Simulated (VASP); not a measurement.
Fe3Pb: single point with PBE

Fe3Pb:

```xyz
4
Lattice="0.0000 3.0724 3.0724 3.0724 0.0000 3.0724 3.0724 3.0724 0.0000" Properties=species:S:1:pos:R:3 pbc="T T T"
Fe    1.5362    1.5362    1.5362
Fe    4.6085    4.6085    4.6085
Fe    3.0724    3.0724    3.0724
Pb    0.0000    0.0000    0.0000
```

```
Program                : VASP 6.6.1
Task                   : single point
Functional             : PBE
Potentials or basis    : VASP PAW PBE potentials, release 64 (Fe, Pb_d)
Cutoff                 : 520 eV
k mesh                 : 12 × 12 × 12
Occupations            : gaussian, width 0.1 eV
Spin                   : collinear spin, ferromagnetic start
Starting moments       : [3.0, 3.0, 3.0, 0.0] μB
Dipole correction      : no
Further INCAR settings : ALGO = Fast; EDIFF = 1e-06; NBANDS = 31
```

- Pressure: 0.0 GPa
- Net moment: 6.95 μB per cell
- Site moments: Fe +2.22, +2.65 (each value once); Pb -0.08 μB
- Valence electrons inside the program's atomic spheres: Fe 7.11, 6.97 (each value once); Pb 12.26

Levels at points of the mesh, in eV from the Fermi level:
Spin up:
```csv
k point,band 19,band 20,band 21,band 22,band 23,band 24,band 25,band 26
"(0.00, 0.00, 0.00)",-1.20,-1.19,-1.19,1.48,3.88,3.88,3.88,5.23
"(0.50, 0.00, 0.00)",-1.71,-1.33,-1.33,-1.02,2.48,2.89,2.89,4.05
"(0.50, 0.50, 0.00)",-1.52,-1.49,-1.22,-0.95,-0.95,-0.82,2.18,3.73
```
Spin down:
| k point | band 13 | band 14 | band 15 | band 16 | band 17 | band 18 | band 19 | band 20 |
| --- | --- | --- | --- | --- | --- | --- | --- | --- |
| (0.00, 0.00, 0.00) | -1.07 | -1.07 | 0.86 | 0.86 | 0.86 | 1.32 | 1.32 | 1.38 |
| (0.50, 0.00, 0.00) | -0.80 | -0.80 | -0.19 | 0.09 | 0.09 | 0.96 | 0.96 | 1.11 |
| (0.50, 0.50, 0.00) | -1.03 | -0.91 | -0.29 | -0.29 | 0.50 | 0.53 | 0.88 | 1.12 |

Run time: 2.4 min on 1 thread of Intel(R) Xeon(R) 6975P-C (Granite Rapids), with other jobs on the host, peak memory 0.33 GiB.

Caveat: spin-orbit coupling is left out, which moves the levels of the heavy elements.
